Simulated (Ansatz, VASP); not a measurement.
**Two plane-wave programs on ZnO**

```
Zn O
1.0
     0.00000    2.13377    2.13377
     2.13377    0.00000    2.13377
     2.13377    2.13377    0.00000
Zn O
1 1
Direct
  0.00000 0.00000 0.00000
  0.50000 0.50000 0.50000
```

Alike in both runs: task single point; functional PBE-based global hybrid with a share of 0.05 of exact exchange; k mesh 4 × 4 × 4; no spin polarisation.

|  | VASP | Ansatz |
| --- | --- | --- |
| version | VASP 6.6.1 | Ansatz 0.2.0 |
| potentials or method | VASP PAW PBE potentials, release 64 (Zn, O) | plane waves |
| plane-wave cutoff (eV) | 520 | 420 |
| occupations | gaussian, width 0.01 eV | fixed |
| valence electrons in the cell | 18 | 18 |

```tsv
	VASP	Ansatz	Ansatz less VASP
gap on the k mesh at the Fermi level (eV)	1.41	1.43	+0.027
pressure (GPa)	7.6	6.4	-1.20
```

VASP's potentials were made for PBE, not for PBE-based global hybrid. Ansatz's warnings: stress exchange threshold loose, stress scf threshold loose.

The k mesh is coarse, so the values compare programs but aren't converged.
